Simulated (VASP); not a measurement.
## InSb: single point with PBE

Crystal: InSb.

```
CELL_PARAMETERS angstrom
0.00000 3.33627 3.19051
3.33627 0.00000 3.19051
3.33627 3.33627 0.00000
ATOMIC_POSITIONS crystal
In 0.00000 0.00000 0.00000
Sb 0.75000 0.75000 0.75000
```

This cell differs from its parent crystal: strain +0.030 along x and y, -0.015 along z.

```yaml
Program: VASP 6.6.1
Task: single point
Functional: PBE
Potentials_or_basis: VASP PAW PBE potentials, release 64 (In_d, Sb)
Cutoff: 520 eV
k_mesh: 12 × 12 × 12
Occupations: gaussian, width 0.15 eV
Spin: no spin polarisation
```

```json
{"Pressure": "1.0 GPa"}
```

Stress tensor (GPa, compression positive):
```
0.68 0.00 0.00
0.00 0.68 0.00
0.00 0.00 1.76
```

Levels at points of the mesh, in eV from the Fermi level:
```tsv
k point	band 6	band 7	band 8	band 9	band 10	band 11	band 12	band 13
(0.00, 0.00, 0.00)	-10.60	-0.60	-0.22	-0.22	-0.02	2.75	2.85	2.85
(0.50, 0.00, 0.00)	-9.34	-5.57	-1.23	-0.96	0.29	3.55	3.78	5.98
(0.50, 0.50, 0.00)	-8.71	-5.76	-2.42	-2.42	0.99	1.14	7.76	7.76
(0.50, 0.00, 0.50)	-8.82	-5.94	-2.21	-2.18	1.30	1.34	7.58	7.73
```

Run time: 2.5 min on 1 thread of Intel(R) Xeon(R) Platinum 8259CL CPU @ 2.50GHz (Skylake/Cascade Lake), with other jobs on the host, peak memory 0.34 GiB.

Caveat: the cell differs from its parent crystal (strain +0.030 along x and y, -0.015 along z); spin-orbit coupling is left out, which moves the levels of the heavy elements.
